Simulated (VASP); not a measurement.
The system is Hf.

```
CELL_PARAMETERS angstrom
3.19670 0.00000 0.00000
-1.59835 2.76842 0.00000
0.00000 0.00000 5.05780
ATOMIC_POSITIONS crystal
Hf 0.66667 0.33333 0.75000
Hf 0.33333 0.66667 0.25000
```

```yaml
Program: VASP 6.6.1
Task: relaxation of cell and atoms
Functional: PBEsol-based screened hybrid with 25 % exact exchange
Potentials_or_basis: VASP PAW PBE potentials, release 64 (Hf_pv)
Cutoff: 600 eV
k_mesh: 5 × 5 × 3
Occupations: fermi-dirac, width 0.05 eV
Spin: no spin polarisation
```

At the start: pressure -4.5 GPa; volume 22.38 Å³/atom.

Problem. Where does the relaxation end?

Solution. Over 7 steps the energy falls by 17.7 meV/atom and the volume is 21.50 Å³/atom (-3.9 %); space group P6_3/mmc (No. 194, to 0.1 Å) before and after.

The path:
```
step  energy change (eV)  largest force (eV/Å)  pressure (GPa)  volume (Å³)
   1              0.0000                0.0000           -4.49        44.76
   2              0.0098                0.0000            6.82        40.82
   3             -0.0302                0.0000            0.42        42.88
   4             -0.0352                0.0000            0.12        42.94
   5             -0.0355                0.0000            0.07        42.96
   6             -0.0355                0.0000            0.06        42.96
   7             -0.0355                0.0000           -0.06        43.00
```

Final structure:
```yaml
crystal:
  lattice:
    - [3.18749, 0.00000, 0.00000]
    - [-1.59375, 2.76045, 0.00000]
    - [0.00000, 0.00000, 4.88751]
  atoms:
    - { symbol: Hf, position: [0.66667, 0.33333, 0.75000] }
    - { symbol: Hf, position: [0.33333, 0.66667, 0.25000] }
```

Caveat: the k points lie up to 0.46 Å⁻¹ apart in the final cell, too coarse for converged energies and pressures of a metal; the PAW data sets were made with another functional, which shifts forces and pressure a little.
